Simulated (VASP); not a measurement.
# HfC (CsCl type) (Pm-3m) in VASP: further runs

HfC (CsCl type) is run at these levels: PBE; tasks: single point, relaxation of cell and atoms.

All numbers are computed with VASP 6.6.1; they aren't measurements. Logs are shortened: lines on timing, memory, paths and dates and some standing lists are left out, and cuts for length are marked.

**1. The cell of the first run**

Symmetry: Pm-3m, No. 221, cubic system. Conventional cell: a = 2.652 Å, b = 2.652 Å, c = 2.652 Å, α = 90.00°, β = 90.00°, γ = 90.00°. Within 3.0 Å of Hf (site symmetry m-3m) lie 8 C at 2.30 Å and 6 Hf at 2.65 Å. Within 3.0 Å of C (site symmetry m-3m) lie 8 Hf at 2.30 Å and 6 C at 2.65 Å.

**2. Single point, PBE**

Contents of INCAR:

```
SYSTEM = HfC
PREC = Accurate
ENCUT = 520
EDIFF = 1E-6
ISMEAR = -1
SIGMA = 0.1
LREAL = .False.
LASPH = .True.
NELM = 60
ALGO = Normal
ISIF = 2
LWAVE = .False.
LCHARG = .True.
GGA = PE
LELF = .True.
LVHAR = .True.
NBANDS = 14
```

Contents of KPOINTS:

```
Automatic mesh
0
Gamma
  14 14 14
  0 0 0
```

Contents of POSCAR:

```
HfC
1.0
    2.6517393696      0.0000000000      0.0000000000
    0.0000000000      2.6517393696      0.0000000000
    0.0000000000      0.0000000000      2.6517393696
Hf C
1 1
Direct
    0.0000000000      0.0000000000      0.0000000000
    0.5000000000      0.5000000000      0.5000000000
```

Potentials or basis: VASP PAW PBE potentials, release 64 (Hf_pv, C).

Run with:

```console
cat potpaw_PBE.64/Hf_pv/POTCAR potpaw_PBE.64/C/POTCAR > POTCAR
mpirun -np 1 vasp_std > vasp.out
```

OUTCAR:

```text
SYSTEM = HfC
   PREC = Accurate
   ENCUT = 520
   EDIFF = 1E-6
   ISMEAR = -1
   LREAL = .False.
   LASPH = .True.
   NELM = 60
   ISIF = 2
   GGA = PE

 ion  position               nearest neighbor table
   1  0.000  0.000  0.000-   2 2.30   2 2.30   2 2.30   2 2.30   2 2.30   2 2.30   2 2.30   2 2.30

   2  0.500  0.500  0.500-   1 2.30   1 2.30   1 2.30   1 2.30   1 2.30   1 2.30   1 2.30   1 2.30

  LATTYP: Found a simple cubic cell.
 ALAT       =     2.6517393696

  Lattice vectors:

 A1 = (   2.6517393696,   0.0000000000,   0.0000000000)
 A2 = (   0.0000000000,   2.6517393696,   0.0000000000)
 A3 = (   0.0000000000,   0.0000000000,   2.6517393696)

Analysis of symmetry for initial positions (statically):
=====================================================================
 Subroutine PRICEL returns:
 Original cell was already a primitive cell.

 Routine SETGRP: Setting up the symmetry group for a
 simple cubic supercell.

 Subroutine GETGRP returns: Found 48 space group operations
 (whereof 48 operations were pure point group operations)
 out of a pool of 48 trial point group operations.

The static configuration has the point symmetry O_h .

Analysis of symmetry for dynamics (positions and initial velocities):
=====================================================================
 Subroutine PRICEL returns:
 Original cell was already a primitive cell.

 Routine SETGRP: Setting up the symmetry group for a
 simple cubic supercell.

 Subroutine GETGRP returns: Found 48 space group operations
 (whereof 48 operations were pure point group operations)
 out of a pool of 48 trial point group operations.

The dynamic configuration has the point symmetry O_h .

 Subroutine INISYM returns: Found 48 space group operations
 (whereof 48 operations are pure point group operations),
 and found     1 'primitive' translations

----------------------------------------------------------------------------------------

                                     Primitive cell

  volume of cell :      18.6463

  direct lattice vectors                    reciprocal lattice vectors
     2.651739370  0.000000000  0.000000000     0.377110968  0.000000000  0.000000000
     0.000000000  2.651739370  0.000000000     0.000000000  0.377110968  0.000000000
     0.000000000  0.000000000  2.651739370     0.000000000  0.000000000  0.377110968

  length of vectors
     2.651739370  2.651739370  2.651739370     0.377110968  0.377110968  0.377110968

  position of ions in fractional coordinates (direct lattice)
     0.000000000  0.000000000  0.000000000
     0.500000000  0.500000000  0.500000000

  ion indices of the primitive-cell ions
   primitive index   ion index
                 1           1
                 2           2

----------------------------------------------------------------------------------------

 KPOINTS: Automatic mesh

Automatic generation of k-mesh.
 Grid dimensions read from file:
 generate k-points for:   14   14   14

 Generating k-lattice:

  Cartesian coordinates                     Fractional coordinates (reciprocal lattice)
     0.026936498  0.000000000  0.000000000     0.071428571  0.000000000  0.000000000
     0.000000000  0.026936498  0.000000000     0.000000000  0.071428571  0.000000000
     0.000000000  0.000000000  0.026936498     0.000000000  0.000000000  0.071428571

  Length of vectors
     0.026936498  0.026936498  0.026936498

  Shift w.r.t. Gamma in fractional coordinates (k-lattice)
     0.000000000  0.000000000  0.000000000

 Subroutine IBZKPT returns following result:
 ===========================================

 Found    120 irreducible k-points:

 Following reciprocal coordinates:
            Coordinates               Weight
  0.000000  0.000000  0.000000      1.000000
  0.071429  0.000000  0.000000      6.000000
  0.142857  0.000000  0.000000      6.000000
  0.214286  0.000000  0.000000      6.000000
  0.285714  0.000000  0.000000      6.000000
  0.357143  0.000000  0.000000      6.000000
[... 16 lines left out ...]
  0.285714  0.214286  0.000000     24.000000
  0.357143  0.214286  0.000000     24.000000
 [... further k-points ...]
   k-points           NKPTS =    120   k-points in BZ     NKDIM =    120   number of bands    NBANDS=     14
   number of dos      NEDOS =    301   number of ions     NIONS =      2
   total plane-waves  NPLWV =   8000
   dimension x,y,z NGX =    20 NGY =   20 NGZ =   20
   dimension x,y,z NGXF=    40 NGYF=   40 NGZF=   40
   ions per type =               1   1
   NGX,Y,Z   is equivalent  to a cutoff of  12.54, 12.54, 12.54 a.u.
   NGXF,Y,Z  is equivalent  to a cutoff of  25.08, 25.08, 25.08 a.u.
 SYSTEM =  HfC
   PREC   = accura    normal or accurate (medium, high low for compatibility)
   ISTART =      0    job   : 0-new  1-cont  2-samecut
   ICHARG =      2    charge: 1-file 2-atom 10-const
   ISPIN  =      1    spin polarized calculation?
   LNONCOLLINEAR =      F non collinear calculations
   LSORBIT =      F    spin-orbit coupling
   LASPH  =      T    aspherical Exc in radial PAW
   ENCUT  =  520.0 eV  38.22 Ry    6.18 a.u.   4.93  4.93  4.93*2*pi/ulx,y,z
   NELM   =     60;   NELMIN=  2; NELMDL= -5     # of ELM steps
   EDIFF  = 0.1E-05   stopping-criterion for ELM
   LREAL  =      F    real-space projection
   EDIFFG = 0.1E-04   stopping-criterion for IOM
   NSW    =      0    number of steps for IOM
   IBRION =     -1    ionic relax: 0-MD 1-quasi-New 2-CG
   NFREE  =      0    steps in history (QN), initial steepest desc. (CG)
   ISIF   =      2    stress and relaxation
   ISYM   =      2    0-nonsym 1-usesym 2-fastsym
   POTIM  = 0.5000    time-step for ionic-motion
   TEBEG  =    0.0;   TEEND  =   0.0 temperature during run
   PSTRESS=    0.0 pullay stress
   NELECT =      14.0000    total number of electrons
   NUPDOWN=      -1.0000    fix difference up-down
   EMIN   =  10.00;   EMAX   =-10.00  energy-range for DOS
   EFERMI =   0.00;   METHOD = LEGACY
   ISMEAR =    -1;   SIGMA  =   0.10  broadening in eV -4-tet -1-fermi 0-gaus
   EFERMI_NEDOS =   21; number of points for ismear=-14 and -15
   IALGO  =     38    algorithm
   IMIX   =      4    mixing-type and parameters
     AMIX     =   0.40;   BMIX     =  1.00
     AMIX_MAG =   1.60;   BMIX_MAG =  1.00
  volume/ion in A,a.u.               =       9.32        62.92
  Fermi-wavevector in a.u.,A,eV,Ry     =   1.487944  2.811807 30.123003  2.213978
  Thomas-Fermi vector in A             =   2.601041
   LORBIT       =      0    0 simple, 1 ext, 2 COOP (PROOUT), +10 PAW based schemes
   GGA     = PE    functional components
   LHFCALC =     F    Hartree Fock is set to
   AEXX    =    0.0000 exact exchange contribution
   IVDW    =     0    specifies the selected vdW correction
   LEPSILON=     F    determine dielectric tensor
   LRPA    =     F    only Hartree local field effects (RPA)
 non-spin polarized calculation
  energy-cutoff  :      520.00
  volume of cell :       18.65
 maximum number of plane-waves:       516
 NGX is ok and might be reduce to    20
   NGX =  9   NGY =  9   NGZ =  9

 number of electron      13.9999996 magnetization

 Free energy of the ion-electron system (eV)
  ---------------------------------------------------
  ext. energy  EPLUGINS =         0.00000000
  ---------------------------------------------------
  free energy    TOTEN  =       -17.07607470 eV

  energy without entropy =      -17.02740252  energy(sigma->0) =      -17.05173861

 E-fermi :   9.0603     XC(G=0): -13.9448

 val. band max:        9.0579588797   @ k =   0.4286   0.2857   0.0714
 cond. band min:       9.0643991949   @ k =   0.2143   0.2143   0.0000
 fundamental gap:      0.0064403152
 Fermi energy:         9.0602523004

 k-point     1 :       0.0000    0.0000    0.0000
  band No.  band energies     occupation
      1     -19.9322      2.00000
      2     -19.9322      2.00000
      3     -19.9322      2.00000
      4      -5.2700      2.00000
      5       6.1520      2.00000
      6       6.1520      2.00000
      7      10.5854      0.00000
      8      10.5854      0.00000
      9      10.5854      0.00000
     10      17.1422      0.00000
     11      17.1422      0.00000
     12      17.1422      0.00000
     13      20.3225      0.00000
     14      23.3885      0.00000

 k-point     2 :       0.0714    0.0000    0.0000
  band No.  band energies     occupation
      1     -20.0704      2.00000
      2     -19.9199      2.00000
      3     -19.9199      2.00000
      4      -5.1002      2.00000
      5       6.1906      2.00000
      6       6.2182      2.00000
      7      10.3825      0.00000
      8      10.3825      0.00000
      9      10.5233      0.00000
     10      17.1826      0.00000
     11      17.2851      0.00000
     12      17.2851      0.00000
     13      20.5552      0.00000
     14      23.3901      0.00000

 k-point     3 :       0.1429    0.0000    0.0000
  band No.  band energies     occupation
      1     -20.4422      2.00000
      2     -19.8853      2.00000
      3     -19.8853      2.00000
      4      -4.6239      2.00000
      5       6.0727      2.00000
      6       6.4101      2.00000
      7       9.8545      0.00071
      8       9.8545      0.00071
      9      10.6752      0.00000
     10      17.2981      0.00000
     11      17.6681      0.00000
     12      17.6681      0.00000
     13      21.1188      0.00000
     14      23.3951      0.00000
[... 324 lines left out ...]
 k-point    23 :       0.2857    0.2143    0.0000
  band No.  band energies     occupation
      1     -21.3171      2.00000
      2     -20.7158      2.00000
      3     -19.6903      2.00000
      4      -2.3257      2.00000
      5       4.1727      2.00000
      6       6.7104      2.00000
      7       8.8258      1.82497
      8       9.2706      0.21750
      9      14.1655      0.00000
     10      14.7948      0.00000
     11      17.1312      0.00000
     12      19.2331      0.00000
     13      22.5848      0.00000
     14      23.4211      0.00000

 k-point    24 :       0.3571    0.2143    0.0000
  band No.  band energies     occupation
      1     -21.7342      2.00000
      2     -20.6490      2.00000
      3     -19.6418      2.00000
      4      -1.7879      2.00000
      5       3.4444      2.00000
      6       6.7662      2.00000
      7       8.5758      1.98439
      8       9.2317      0.30525
      9      14.8785      0.00000
     10      15.7010      0.00000
     11      17.5279      0.00000
     12      18.6190      0.00000
     13      22.4082      0.00000
     14      23.4032      0.00000

 [... further k-points ...]

------------------------ aborting loop because EDIFF is reached ----------------------------------------

  FORCE on cell =-STRESS in cart. coord.  units (eV):
  Direction    XX          YY          ZZ          XY          YZ          ZX
  --------------------------------------------------------------------------------------
  -------------------------------------------------------------------------------------
  Total       10.6984453     10.6984453     10.6984453      0.0000000      0.0000000      0.0000000
  in kB      919.2608084    919.2608084    919.2608084      0.0000000      0.0000000      0.0000000
  external PRESSURE =     919.2608084 kB  Pullay stress =       0.0000000 kB

 VOLUME and BASIS-vectors are now :
 -----------------------------------------------------------------------------
  energy-cutoff  :      520.00
  volume of cell :       18.65
      direct lattice vectors                 reciprocal lattice vectors
     2.651739370  0.000000000  0.000000000     0.377110968  0.000000000  0.000000000
     0.000000000  2.651739370  0.000000000     0.000000000  0.377110968  0.000000000
     0.000000000  0.000000000  2.651739370     0.000000000  0.000000000  0.377110968

 POSITION                                       TOTAL-FORCE (eV/Angst)
 -----------------------------------------------------------------------------------
      0.00000      0.00000      0.00000         0.000000      0.000000      0.000000
      1.32587      1.32587      1.32587         0.000000      0.000000      0.000000
 -----------------------------------------------------------------------------------
    total drift:                                0.000000      0.000000      0.000000

  FREE ENERGIE OF THE ION-ELECTRON SYSTEM (eV)
  ---------------------------------------------------
  free  energy   TOTEN  =       -17.0760746966 eV

  energy  without entropy=      -17.0274025183  energy(sigma->0) =      -17.05173861
```

Wall time 35 s (1 thread of Intel Xeon 8259CL, shared host); peak memory 0.15 GiB.

Results:

- Free energy: -17.0761 eV
- Pressure: 91.9 GPa
- Band gap on the k mesh: zero (bands 7 and 8 overlap by 2.88 eV)

Caveat: the cell stands under pressure; spin-orbit coupling is left out, which moves the levels of the heavy elements.

**3. Single point, PBE**

Contents of INCAR:

```
ALGO = Normal
EDIFF = 1E-6
ENCUT = 520
GGA = PE
ISIF = 2
ISMEAR = -1
LASPH = T
LCHARG = F
LREAL = F
LWAVE = F
NBANDS = 14
NELM = 60
PREC = Accurate
SIGMA = 0.1
```

Contents of KPOINTS:

```
k-points
0
Gamma
  14 14 14
```

Contents of POSCAR:

```
HfC
1.0
    2.6519919099      0.0000000000      0.0000000000
    0.0000000000      2.6519919099      0.0000000000
    0.0000000000      0.0000000000      2.6519919099
Hf C
1 1
Direct
    0.0000000000      0.0000000000      0.0000000000
    0.5000000000      0.5000000000      0.5000000000
```

Potentials or basis: VASP PAW PBE potentials, release 64 (Hf_pv, C).

Run with:

```console
cat potpaw_PBE.64/Hf_pv/POTCAR potpaw_PBE.64/C/POTCAR > POTCAR
mpirun -np 1 vasp_std > vasp.out
```

OUTCAR:

```text
EDIFF = 1E-6
   ENCUT = 520
   GGA = PE
   ISIF = 2
   ISMEAR = -1
   LASPH = T
   LREAL = F
   NELM = 60
   PREC = Accurate

 ion  position               nearest neighbor table
   1  0.000  0.000  0.000-   2 2.30   2 2.30   2 2.30   2 2.30   2 2.30   2 2.30   2 2.30   2 2.30

   2  0.500  0.500  0.500-   1 2.30   1 2.30   1 2.30   1 2.30   1 2.30   1 2.30   1 2.30   1 2.30

  LATTYP: Found a simple cubic cell.
 ALAT       =     2.6519919099
[... 595 lines left out ...]

 [... further k-points ...]

------------------------ aborting loop because EDIFF is reached ----------------------------------------

  FORCE on cell =-STRESS in cart. coord.  units (eV):
  Direction    XX          YY          ZZ          XY          YZ          ZX
  --------------------------------------------------------------------------------------
  -------------------------------------------------------------------------------------
  Total       10.6837654     10.6837654     10.6837654      0.0000000      0.0000000     -0.0000000
  in kB      917.7372120    917.7372120    917.7372120      0.0000000      0.0000000     -0.0000000
  external PRESSURE =     917.7372120 kB  Pullay stress =       0.0000000 kB

 VOLUME and BASIS-vectors are now :
 -----------------------------------------------------------------------------
  energy-cutoff  :      520.00
  volume of cell :       18.65
      direct lattice vectors                 reciprocal lattice vectors
     2.651991910  0.000000000  0.000000000     0.377075057  0.000000000  0.000000000
     0.000000000  2.651991910  0.000000000     0.000000000  0.377075057  0.000000000
     0.000000000  0.000000000  2.651991910     0.000000000  0.000000000  0.377075057

 POSITION                                       TOTAL-FORCE (eV/Angst)
 -----------------------------------------------------------------------------------
      0.00000      0.00000      0.00000         0.000000      0.000000      0.000000
      1.32600      1.32600      1.32600         0.000000      0.000000      0.000000
 -----------------------------------------------------------------------------------
    total drift:                                0.000000      0.000000      0.000000

  FREE ENERGIE OF THE ION-ELECTRON SYSTEM (eV)
  ---------------------------------------------------
  free  energy   TOTEN  =       -17.0791317649 eV

  energy  without entropy=      -17.0304401086  energy(sigma->0) =      -17.05478594
```

Wall time 32 s (1 thread of Intel Xeon 8259CL, shared host); peak memory 0.15 GiB.

Results:

| Property | Result |
| --- | --- |
| Free energy | -17.0791 eV |
| Pressure | 91.8 GPa |
| Band gap on the k mesh | zero (bands 7 and 8 overlap by 2.88 eV) |

Levels at points of the mesh, in eV from the Fermi level:
| k point | band 4 | band 5 | band 6 | band 7 | band 8 | band 9 | band 10 | band 11 |
| --- | --- | --- | --- | --- | --- | --- | --- | --- |
| (0.00, 0.00, 0.00) | -14.33 | -2.91 | -2.91 | 1.52 | 1.52 | 1.52 | 8.08 | 8.08 |
| (0.50, 0.00, 0.00) | -9.43 | -7.93 | -1.62 | -1.62 | -1.25 | 8.98 | 9.07 | 10.70 |
| (0.50, 0.50, 0.00) | -11.66 | -2.60 | -2.60 | -1.20 | 2.25 | 3.73 | 3.73 | 7.13 |
| (0.50, 0.50, 0.50) | -7.42 | -7.42 | -7.42 | -7.27 | 12.45 | 12.48 | 12.48 | 12.48 |

Caveat: the cell stands under pressure; spin-orbit coupling is left out, which moves the levels of the heavy elements.

**4. Relaxation of cell and atoms, PBE, target pressure 94 GPa, at which the enthalpy is minimised**

Contents of INCAR:

```
  PREC = Accurate
  ENCUT = 600
  EDIFF = 1E-7
  ISMEAR = -1
  SIGMA = 0.1
  LREAL = F
  LASPH = T
  NELM = 100
  ALGO = Normal
  ISIF = 3
  LWAVE = F
  LCHARG = F
  GGA = PE
  IBRION = 2
  NSW = 32
  EDIFFG = -0.005
  PSTRESS = 940.0
```

Contents of KPOINTS:

```
Automatic mesh
0
Gamma
  14 14 14
```

Contents of POSCAR:

```
HfC
1.0
    2.6517393696      0.0000000000      0.0000000000
    0.0000000000      2.6517393696      0.0000000000
    0.0000000000      0.0000000000      2.6517393696
Hf C
1 1
Direct
    0.0000000000      0.0000000000      0.0000000000
    0.5000000000      0.5000000000      0.5000000000
```

Run with:

```console
cat potpaw_PBE.64/Hf_pv/POTCAR potpaw_PBE.64/C/POTCAR > POTCAR
mpirun -np 1 vasp_std > vasp.out
```

Run time: 65 s. Hardware: 1 thread of Intel Xeon 8259CL, shared host; peak memory 0.18 GiB.

Results (log left out):

```
Free energy                                                : -17.0333 eV
Relaxed volume                                             : 9.28 Å³/atom
Relaxed cell                                               : a = 2.648 Å, b = 2.648 Å, c = 2.648 Å, α = 90.00°, β = 90.00°, γ = 90.00°
Space group after relaxing (to 0.1 Å)                      : Pm-3m (No. 221)
Energy change on relaxing (the run minimises the enthalpy) : +22.1 meV/atom
Ionic steps                                                : 3
Pressure after relaxing                                    : 94.0 GPa
Band gap on the k mesh                                     : zero (bands 7 and 8 overlap by 2.90 eV)
```

The path:
| step | energy change (eV) | largest force (eV/Å) | pressure (GPa) | volume (Å³) |
| --- | --- | --- | --- | --- |
| 1 | 0.0000 | 0.0000 | 91.80 | 18.65 |
| 2 | 0.2072 | 0.0000 | 101.98 | 18.30 |
| 3 | 0.0443 | 0.0000 | 94.00 | 18.57 |

Final structure:
```cif
data_structure
_symmetry_space_group_name_H-M 'P 1'
_symmetry_Int_Tables_number 1
_cell_length_a 2.6481
_cell_length_b 2.6481
_cell_length_c 2.6481
_cell_angle_alpha 90.000
_cell_angle_beta 90.000
_cell_angle_gamma 90.000
_cell_volume 18.57
loop_
_atom_site_label
_atom_site_type_symbol
_atom_site_fract_x
_atom_site_fract_y
_atom_site_fract_z
_atom_site_occupancy
Hf1 Hf 0.00000 0.00000 0.00000 1
C1 C 0.50000 0.50000 0.50000 1
```

Levels at points of the mesh, in eV from the Fermi level:
```tsv
k point	band 5	band 6	band 7	band 8	band 9	band 10
(0.00, 0.00, 0.00)	-2.93	-2.93	1.53	1.53	1.53	8.11
(0.50, 0.00, 0.00)	-7.95	-1.63	-1.63	-1.26	9.02	9.11
(0.50, 0.50, 0.00)	-2.60	-2.60	-1.20	2.25	3.74	3.74
(0.50, 0.50, 0.50)	-7.46	-7.46	-7.27	12.51	12.51	12.55
```

Caveat: the cell is relaxed towards a set pressure, so the run minimises the enthalpy, not the energy; spin-orbit coupling is left out, which moves the levels of the heavy elements.

(Continued in part 2 of 2.)
